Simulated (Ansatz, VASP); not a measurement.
**Two plane-wave programs on SiW6**

Contents of INCAR:

```
SYSTEM = SiW6
PREC     = Accurate       ! precision mode
ENCUT    = 520            ! plane-wave cutoff, eV
EDIFF    = 1E-6           ! SCF threshold, eV
ISMEAR   = 0              ! smearing method
SIGMA    = 0.1            ! smearing width, eV
LREAL    = .False.        ! projectors in reciprocal space
LASPH    = .True.         ! aspherical terms in the spheres
NELM     = 60             ! most SCF steps
ALGO     = Normal         ! electronic algorithm
ISIF     = 2              ! what is computed and relaxed
LWAVE    = .False.        ! write WAVECAR
LCHARG   = .True.         ! write CHGCAR
LDIPOL   = .True.       
IDIPOL   = 3            
DIPOL    = 0.5 0.5 0.322
GGA      = PE             ! functional
IVDW     = 12             ! dispersion correction
LELF     = .True.         ! ELF
LVHAR    = .True.       
LVACPOTAV= .True.       
NBANDS   = 53             ! bands
```

The input KPOINTS:

```
regular mesh
0
Gamma
  6 6 1
  0 0 0
```

Contents of POSCAR:

```
SiW6
1.0
    4.4682526324      0.0000000000      0.0000000000
   -2.2341263162      3.8696202902      0.0000000000
    0.0000000000      0.0000000000     21.7259061349
W Si
6 1
Direct
    0.6666666667      0.3333333333      0.1841119986
    0.3333333333      0.6666666667      0.2260931360
    0.0000000000      0.0000000000      0.2680742733
    0.6666666667      0.3333333333      0.3070897866
    0.3333333333      0.6666666667      0.3466976876
    0.0000000000      0.0000000000      0.3832248047
    0.0000000000      0.6666666667      0.5397200035
```

Input for Ansatz:

```yaml
crystal:
  lattice:
    - [4.4682526324, 0.0, 0.0]
    - [-2.2341263162, 3.8696202902, 0.0]
    - [0.0, 0.0, 21.7259061349]
  atoms:
    - { symbol: W, position: [0.6666666667, 0.3333333333, 0.1841119986] }
    - { symbol: W, position: [0.3333333333, 0.6666666667, 0.226093136] }
    - { symbol: W, position: [0.0, 0.0, 0.2680742733] }
    - { symbol: W, position: [0.6666666667, 0.3333333333, 0.3070897866] }
    - { symbol: W, position: [0.3333333333, 0.6666666667, 0.3466976876] }
    - { symbol: W, position: [0.0, 0.0, 0.3832248047] }
    - { symbol: Si, position: [0.0, 0.6666666667, 0.5397200035] }
basis:
  ecutwfc: 420
kpoints:
  mp_grid: { grid: [6, 6, 1] }
hamiltonian:
  xc: pbe
  pseudopotentials: { kind: paw, azcp: { folder: soft_1 } }
  dispersion: d3bj
scf:
  occupations: { method: gaussian, width: 0.1 }
output:
  forces: true
  eigenvalues: true
efield:
  axis: 3
  dipole_correction: true
  ramp_width: 0.04
```

Alike in both runs: task single point; functional PBE; dispersion D3(BJ); k mesh 6 × 6 × 1; occupations gaussian, width 0.1 eV; no spin polarisation.

|  | VASP | Ansatz |
| --- | --- | --- |
| version | VASP 6.6.1 | Ansatz 0.2.0 |
| potentials or method | VASP PAW PBE potentials, release 64 (W_sv, Si), cutoff 520 eV | scalar-relativistic, plane waves, PAW |
| valence electrons in the cell | 88 | 88 |

VASP gave:

```
gap on the k mesh at the Fermi level (eV)  : none
rms of the force components (eV/Å)         : 1.656
work function, face that differs most (eV) : 3.92
```

Q: Which values does Ansatz return?

A: gap on the k mesh at the Fermi level (eV): none; rms of the force components (eV/Å): 1.645; work function, face that differs most (eV): 3.92.

Atom by atom the forces differ by 0.021 eV/Å (rms over components). A gap of «none» marks a metal or a gap that the smearing closes. Ansatz's warnings: dispersion switch in reach, vacuum below fermi.

Neither program's run includes spin-orbit coupling.
